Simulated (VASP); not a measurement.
# LiCl in VASP: settings compared, part 2 of 2

VASP 6.6.1. The steps go on from the part before.

### Step 3. Single point, PBEsol-based global hybrid with 25 % exact exchange

This run uses another cell than the first one, of 16.08 Å³/atom.

POSCAR reads:

```
LiCl
1.0
    0.0000000000      2.5241922670      2.5241922670
    2.5241922670      0.0000000000      2.5241922670
    2.5241922670      2.5241922670      0.0000000000
Cl Li
1 1
Direct
    0.5000000000      0.5000000000      0.5000000000
    0.0000000000      0.0000000000      0.0000000000
```

INCAR.step1 reads:

```
SYSTEM = LiCl
PREC = Accurate ; ENCUT = 520
EDIFF = 1E-5 ; ISMEAR = -1
SIGMA = 0.05 ; LREAL = .FALSE.
LASPH = .TRUE. ; NELM = 80
ALGO = Normal ; ISIF = 2
LWAVE = .TRUE. ; LCHARG = .FALSE.
GGA = PE ; NBANDS = 12
```

INCAR.step2 reads:

```
SYSTEM = LiCl
PREC = Accurate ; ENCUT = 520
EDIFF = 1E-6 ; ISMEAR = -1
SIGMA = 0.05 ; LREAL = .FALSE.
LASPH = .TRUE. ; NELM = 80
ALGO = Normal ; ISIF = 2
LWAVE = .FALSE. ; LCHARG = .FALSE.
GGA = PS ; LHFCALC = .TRUE.
AEXX = 0.25 ; PRECFOCK = Normal
ISTART = 1 ; NBANDS = 12
```

KPOINTS reads:

```
Automatic mesh
0
G
  5 5 5
  0 0 0
```

Potentials or basis: VASP PAW PBE potentials, release 64 (Cl, Li_sv).

The run is started by

```sh
$ cat potpaw_PBE.64/Cl/POTCAR potpaw_PBE.64/Li_sv/POTCAR > POTCAR
$ cp INCAR.step1 INCAR
$ mpirun -np 1 vasp_std > vasp.out
$ cp INCAR.step2 INCAR
$ mpirun -np 1 vasp_std > vasp.out
```

OUTCAR:

```text
SYSTEM = LiCl
   PREC = Accurate
   ENCUT = 520
   EDIFF = 1E-6
   ISMEAR = -1
   LREAL = .FALSE.
   LASPH = .TRUE.
   NELM = 80
   ISIF = 2
   GGA = PS
   LHFCALC = .TRUE.
   AEXX = 0.25
   PRECFOCK = Normal
   ISTART = 1

 ion  position               nearest neighbor table
   1  0.500  0.500  0.500-   2 2.52   2 2.52   2 2.52   2 2.52   2 2.52   2 2.52
   2  0.000  0.000  0.000-   1 2.52   1 2.52   1 2.52   1 2.52   1 2.52   1 2.52

  LATTYP: Found a face centered cubic cell.
 ALAT       =     5.0483845340

  Lattice vectors:

 A1 = (   0.0000000000,   2.5241922670,   2.5241922670)
 A2 = (   2.5241922670,   0.0000000000,   2.5241922670)
 A3 = (   2.5241922670,   2.5241922670,   0.0000000000)

Analysis of symmetry for initial positions (statically):
=====================================================================
 Subroutine PRICEL returns:
 Original cell was already a primitive cell.

 Routine SETGRP: Setting up the symmetry group for a
 face centered cubic supercell.

 Subroutine GETGRP returns: Found 48 space group operations
 (whereof 48 operations were pure point group operations)
 out of a pool of 48 trial point group operations.

The static configuration has the point symmetry O_h .

Analysis of symmetry for dynamics (positions and initial velocities):
=====================================================================
 Subroutine PRICEL returns:
 Original cell was already a primitive cell.

 Routine SETGRP: Setting up the symmetry group for a
 face centered cubic supercell.

 Subroutine GETGRP returns: Found 48 space group operations
 (whereof 48 operations were pure point group operations)
 out of a pool of 48 trial point group operations.

The dynamic configuration has the point symmetry O_h .

 Subroutine INISYM returns: Found 48 space group operations
 (whereof 48 operations are pure point group operations),
 and found     1 'primitive' translations

----------------------------------------------------------------------------------------

                                     Primitive cell

  volume of cell :      32.1660

  direct lattice vectors                    reciprocal lattice vectors
     0.000000000  2.524192267  2.524192267    -0.198083168  0.198083168  0.198083168
     2.524192267  0.000000000  2.524192267     0.198083168 -0.198083168  0.198083168
     2.524192267  2.524192267  0.000000000     0.198083168  0.198083168 -0.198083168

  length of vectors
     3.569746938  3.569746938  3.569746938     0.343090110  0.343090110  0.343090110

  position of ions in fractional coordinates (direct lattice)
     0.500000000  0.500000000  0.500000000
     0.000000000  0.000000000  0.000000000

  ion indices of the primitive-cell ions
   primitive index   ion index
                 1           1
                 2           2

----------------------------------------------------------------------------------------

 KPOINTS: Automatic mesh

Automatic generation of k-mesh.
 Grid dimensions read from file:
 generate k-points for:    5    5    5

 Generating k-lattice:

  Cartesian coordinates                     Fractional coordinates (reciprocal lattice)
[... 33 lines left out ...]
   NGX,Y,Z   is equivalent  to a cutoff of  13.04, 13.04, 13.04 a.u.
   NGXF,Y,Z  is equivalent  to a cutoff of  26.08, 26.08, 26.08 a.u.
 SYSTEM =  LiCl
   PREC   = accura    normal or accurate (medium, high low for compatibility)
   ISTART =      1    job   : 0-new  1-cont  2-samecut
   ICHARG =      0    charge: 1-file 2-atom 10-const
   ISPIN  =      1    spin polarized calculation?
   LNONCOLLINEAR =      F non collinear calculations
   LSORBIT =      F    spin-orbit coupling
   LASPH  =      T    aspherical Exc in radial PAW
   ENCUT  =  520.0 eV  38.22 Ry    6.18 a.u.   6.64  6.64  6.64*2*pi/ulx,y,z
   NELM   =     80;   NELMIN=  2; NELMDL=  0     # of ELM steps
   EDIFF  = 0.1E-05   stopping-criterion for ELM
   LREAL  =      F    real-space projection
   EDIFFG = 0.1E-04   stopping-criterion for IOM
   NSW    =      0    number of steps for IOM
   IBRION =     -1    ionic relax: 0-MD 1-quasi-New 2-CG
   NFREE  =      0    steps in history (QN), initial steepest desc. (CG)
   ISIF   =      2    stress and relaxation
   ISYM   =      3    0-nonsym 1-usesym 2-fastsym
   POTIM  = 0.5000    time-step for ionic-motion
   TEBEG  =    0.0;   TEEND  =   0.0 temperature during run
   PSTRESS=    0.0 pullay stress
   NELECT =      10.0000    total number of electrons
   NUPDOWN=      -1.0000    fix difference up-down
   EMIN   =  10.00;   EMAX   =-10.00  energy-range for DOS
   EFERMI =   0.00;   METHOD = LEGACY
   ISMEAR =    -1;   SIGMA  =   0.05  broadening in eV -4-tet -1-fermi 0-gaus
   EFERMI_NEDOS =   21; number of points for ismear=-14 and -15
   IALGO  =     38    algorithm
   IMIX   =      1    mixing-type and parameters
     AMIX     =   0.40;   BMIX     =  1.00
     AMIX_MAG =   1.60;   BMIX_MAG =  1.00
  volume/ion in A,a.u.               =      16.08       108.53
  Fermi-wavevector in a.u.,A,eV,Ry     =   1.109028  2.095758 16.734383  1.229942
  Thomas-Fermi vector in A             =   2.245562
   LORBIT       =      0    0 simple, 1 ext, 2 COOP (PROOUT), +10 PAW based schemes
   GGA     = PS    functional components
   LHFCALC =     T    Hartree Fock is set to
   PRECFOCK=normal    Normal, Fast or Accurate (Low or Medium for compatibility)
   ENCUT4O =  -1.0   cutoff for four orbital integrals eV
   NKREDX  =     1    reduce k-point grid by
   NKREDY  =     1    reduce k-point grid by
   NKREDZ  =     1    reduce k-point grid by
   AEXX    =    0.2500 exact exchange contribution
   HFSCREEN=    0.0000 screening length (either q_TF or 0.3 A-1)
   HFSCREENC=   0.0000 screening length for correlation (either q_TF or 0.3 A-1)
   ENCUTFOCK=  -1.0 apply spherical cutoff to Coloumb kernel
   IVDW    =     0    specifies the selected vdW correction
   LEPSILON=     F    determine dielectric tensor
   LRPA    =     F    only Hartree local field effects (RPA)
 non-spin polarized calculation
  energy-cutoff  :      520.00
  volume of cell :       32.17
 maximum number of plane-waves:       893
  NGX = 20; NGY = 20; NGZ = 20

 number of electron       9.9999995 magnetization

 Free energy of the ion-electron system (eV)
  ---------------------------------------------------
  ext. energy  EPLUGINS =         0.00000000
  ---------------------------------------------------
  free energy    TOTEN  =        -9.19300895 eV

  energy without entropy =       -9.19300895  energy(sigma->0) =       -9.19300895

 E-fermi :   0.6315     XC(G=0):  -7.1962

 val. band max:       -0.4600604924   @ k =   0.0000   0.0000   0.0000
 cond. band min:       8.1436554963   @ k =   0.0000   0.0000   0.0000
 fundamental gap:      8.6037159887
 Fermi energy:         0.6315163845

 k-point     1 :       0.0000    0.0000    0.0000
  band No.  band energies     occupation
      1     -46.1721      2.00000
      2     -15.3470      2.00000
      3      -0.4601      2.00000
      4      -0.4601      2.00000
      5      -0.4601      2.00000
      6       8.1437      0.00000
      7      13.7206      0.00000
      8      13.7206      0.00000
      9      13.7206      0.00000
     10      16.7310      0.00000
     11      16.7785      0.00000
     12      16.7786      0.00000
[... 121 lines left out ...]
 k-point    10 :      -0.4000    0.4000    0.2000
  band No.  band energies     occupation
      1     -46.1666      2.00000
      2     -14.4161      2.00000
      3      -3.2276      2.00000
      4      -2.5218      2.00000
      5      -1.4909      2.00000
      6      11.0895      0.00000
      7      11.4639      0.00000
      8      11.5904      0.00000
      9      13.8689      0.00000
     10      17.1103      0.00000
     11      18.8289      0.00000
     12      21.3257      0.00000

------------------------ aborting loop because EDIFF is reached ----------------------------------------

  FORCE on cell =-STRESS in cart. coord.  units (eV):
  Direction    XX          YY          ZZ          XY          YZ          ZX
  --------------------------------------------------------------------------------------
  -------------------------------------------------------------------------------------
  Total       -0.0192360     -0.0192360     -0.0192360      0.0000000      0.0000000     -0.0000000
  in kB       -0.9581380     -0.9581380     -0.9581380      0.0000000      0.0000000     -0.0000000
  external PRESSURE =      -0.9581380 kB  Pullay stress =       0.0000000 kB

 VOLUME and BASIS-vectors are now :
 -----------------------------------------------------------------------------
  energy-cutoff  :      520.00
  volume of cell :       32.17
      direct lattice vectors                 reciprocal lattice vectors
     0.000000000  2.524192267  2.524192267    -0.198083168  0.198083168  0.198083168
     2.524192267  0.000000000  2.524192267     0.198083168 -0.198083168  0.198083168
     2.524192267  2.524192267  0.000000000     0.198083168  0.198083168 -0.198083168

 POSITION                                       TOTAL-FORCE (eV/Angst)
 -----------------------------------------------------------------------------------
      2.52419      2.52419      2.52419         0.000000     -0.000000     -0.000000
      0.00000      0.00000      0.00000        -0.000000      0.000000      0.000000
 -----------------------------------------------------------------------------------
    total drift:                                0.000000     -0.000000     -0.000000

  FREE ENERGIE OF THE ION-ELECTRON SYSTEM (eV)
  ---------------------------------------------------
  free  energy   TOTEN  =        -9.1930089509 eV

  energy  without entropy=       -9.1930089509  energy(sigma->0) =       -9.19300895
```

It took 4 min on 1 thread of Intel Xeon 8259CL, shared host; peak memory 0.16 GiB.

What came out:

```
Free energy            : -9.1930 eV
Band gap on the k mesh : 8.60 eV
```

Levels at points of the mesh, in eV from the valence-band top:
| k point | band 1 | band 2 | band 3 | band 4 | band 5 | band 6 | band 7 | band 8 | band 9 | band 10 |
| --- | --- | --- | --- | --- | --- | --- | --- | --- | --- | --- |
| (0.00, 0.00, 0.00) | -45.71 | -14.89 | 0.00 | 0.00 | 0.00 | 8.60 | 14.18 | 14.18 | 14.18 | 17.19 |

Caveat: the k points lie up to 0.43 Å⁻¹ apart; the cutoff is under 1.25 times the usual one of these potentials, so pressure, stress and relaxed cells hold a basis-set (Pulay) error; the PAW data sets were made with another functional, which shifts forces and pressure a little; an odd mesh through Γ misses points on the zone boundary, where band edges can lie.

### Step 4. Single point, PBEsol-based global hybrid with 25 % exact exchange

This run uses another cell than the first one, of 16.87 Å³/atom.

POSCAR reads:

```
LiCl
1.0
    0.0000000000      2.5647700000      2.5647700000
    2.5647700000      0.0000000000      2.5647700000
    2.5647700000      2.5647700000      0.0000000000
Cl Li
1 1
Direct
    0.5000000000      0.5000000000      0.5000000000
    0.0000000000      0.0000000000      0.0000000000
```

INCAR.step1 reads:

```
SYSTEM = LiCl
ALGO     = Normal         ! electronic algorithm
EDIFF    = 1E-5           ! SCF threshold, eV
ENCUT    = 520            ! plane-wave cutoff, eV
GGA      = PE             ! functional
ISIF     = 2              ! what is computed and relaxed
ISMEAR   = -1             ! smearing method
LASPH    = .True.         ! aspherical terms in the spheres
LREAL    = .False.        ! projectors in reciprocal space
LWAVE    = .True.         ! write WAVECAR
NBANDS   = 12             ! bands
NELM     = 100            ! most SCF steps
PREC     = Accurate       ! precision mode
SIGMA    = 0.05           ! smearing width, eV
```

INCAR.step2 reads:

```
SYSTEM = LiCl
AEXX     = 0.25           ! exact-exchange fraction
ALGO     = Normal         ! electronic algorithm
EDIFF    = 1E-6           ! SCF threshold, eV
ENCUT    = 520            ! plane-wave cutoff, eV
GGA      = PS             ! functional
ISIF     = 2              ! what is computed and relaxed
ISMEAR   = -1             ! smearing method
ISTART   = 1            
LASPH    = .True.         ! aspherical terms in the spheres
LCHARG   = .True.         ! write CHGCAR
LELF     = .True.         ! ELF
LHFCALC  = .True.         ! exact exchange
LREAL    = .False.        ! projectors in reciprocal space
LVHAR    = .True.       
LWAVE    = .False.        ! write WAVECAR
NBANDS   = 12             ! bands
NELM     = 100            ! most SCF steps
PREC     = Accurate       ! precision mode
PRECFOCK = Normal       
SIGMA    = 0.05           ! smearing width, eV
```

KPOINTS reads:

```
k-points
0
Gamma
  5 5 5
  0 0 0
```

The run is started by

```sh
$ cat potpaw_PBE.64/Cl/POTCAR potpaw_PBE.64/Li_sv/POTCAR > POTCAR
$ cp INCAR.step1 INCAR
$ mpirun -np 1 vasp_std > vasp.out
$ cp INCAR.step2 INCAR
$ mpirun -np 1 vasp_std > vasp.out
```

Run time: 6.6 min. Hardware: 1 thread of Intel Xeon 8259CL, shared host; peak memory 0.16 GiB.

The run converged. Its results:

- Free energy: -9.1850 eV
- Band gap on the k mesh: 8.30 eV

Levels at points of the mesh, in eV from the valence-band top:
| k point | band 2 | band 3 | band 4 | band 5 | band 6 | band 7 | band 8 | band 9 |
| --- | --- | --- | --- | --- | --- | --- | --- | --- |
| (0.00, 0.00, 0.00) | -14.70 | 0.00 | 0.00 | 0.00 | 8.30 | 14.13 | 14.13 | 14.13 |

Caveat: the k points lie up to 0.42 Å⁻¹ apart; the cutoff is under 1.25 times the usual one of these potentials, so pressure, stress and relaxed cells hold a basis-set (Pulay) error; the PAW data sets were made with another functional, which shifts forces and pressure a little.

### Step 5. Overview

| level | cell | k mesh | cutoff (eV) | grid for exact exchange (PRECFOCK) | share of exact exchange | gap on the mesh (eV) |
| --- | --- | --- | --- | --- | --- | --- |
| PBEsol | a = 3.609, b = 3.609, c = 3.591 Å, angles 60.2, 60.2, 59.7°, 2 atoms | 8 × 8 × 8 | 750 | - | - | 6.23 |
| PBEsol-based global hybrid with 25 % exact exchange | a = 3.570 Å, angles 60.0°, 2 atoms | 5 × 5 × 5 | 520 | Normal | 0.25 | 8.60 |
| PBEsol-based global hybrid with 25 % exact exchange | a = 3.627 Å, angles 60.0°, 2 atoms | 5 × 5 × 5 | 520 | Normal | 0.25 | 8.30 |

Alike in all rows: task single point; potentials or basis VASP PAW PBE potentials, release 64 (Cl, Li_sv); no spin polarisation; smearing fermi-dirac 0.05 eV.

Caveats: some runs use coarse meshes; the PAW data sets were made with another functional, which shifts forces and pressure a little; the cutoff is under 1.25 times the usual one of these potentials, so pressure, stress and relaxed cells hold a basis-set (Pulay) error (at least some runs); an odd mesh through Γ misses points on the zone boundary, where band edges can lie (at least some runs).

Total energies depend on the potentials used, so only differences within one code and one set of settings carry meaning.
